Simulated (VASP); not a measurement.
Input of a VASP 6.6.1 run:

Contents of INCAR:

```
SYSTEM = CuSi16
PREC = Accurate
ENCUT = 520
EDIFF = 1E-7
ISMEAR = 0
SIGMA = 0.02
LREAL = Auto
LASPH = .TRUE.
NELM = 80
ALGO = Normal
ISIF = 2
LWAVE = .FALSE.
LCHARG = .FALSE.
GGA = PE
NELECT = 74.0
NBANDS = 52
```

File KPOINTS:

```
Automatic mesh
0
G
  2 2 2
  0 0 0
```

The input POSCAR:

```
CuSi16
1.0
    0.0000000000      5.4300000000      5.4300000000
    5.4300000000      0.0000000000      5.4300000000
    5.4300000000      5.4300000000      0.0000000000
Si Cu
16 1
Direct
    0.0363931860     -0.0100920810     -0.0131959484
    0.1295677716      0.1292972376      0.1280930018
   -0.0075968692      0.0063996317      0.5005681400
    0.1295488950      0.1292809392      0.6131732044
   -0.0061041436      0.5034822284      0.0036083794
    0.1337203499      0.6130923573      0.1266673112
   -0.0063951197      0.5035052486      0.4990317680
    0.1051765193      0.6324085635      0.6311901473
    0.5035017495      0.0087330571      0.0042800184
    0.6645867403      0.1033591160      0.1166081031
    0.5034000921      0.0081844383      0.4843339779
    0.6199197053      0.1379791897      0.6214388582
    0.5080043278      0.4747024862      0.0085150092
    0.6218750460      0.6189765193      0.1345059853
    0.4762530387      0.5119169429      0.5055500921
    0.6215152855      0.6185353591      0.6249679558
    0.4633851750      0.8405441068      0.8483557090
```

Potentials or basis: VASP PAW PBE potentials, release 64 (Si, Cu).

Run with:

```sh
$ cat potpaw_PBE.64/Si/POTCAR potpaw_PBE.64/Cu/POTCAR > POTCAR
$ mpirun -np 1 vasp_std > vasp.out
```

**Question.** What does it give for the largest force?

**Answer.** 0.022 eV/Å.

Forces in eV/Å, atoms in the order of the input:
```
Si   0.009 -0.001 -0.004
Si  -0.010 -0.006 -0.001
Si   0.003  0.002  0.004
Si   0.002  0.003 -0.002
Si   0.003  0.006  0.000
Si   0.000 -0.005  0.005
Si  -0.001  0.001 -0.001
Si  -0.004 -0.003  0.002
Si   0.009  0.003  0.006
Si  -0.004 -0.008 -0.001
Si   0.004 -0.001  0.010
Si  -0.006 -0.006 -0.001
Si  -0.004  0.013 -0.010
Si  -0.002  0.008  0.000
Si   0.000  0.009  0.005
Si  -0.011 -0.004  0.006
Cu   0.010 -0.010 -0.017
```

Caveat: the k points lie up to 0.50 Å⁻¹ apart; the cell carries a net charge on a neutralising background, which shifts energy and pressure.
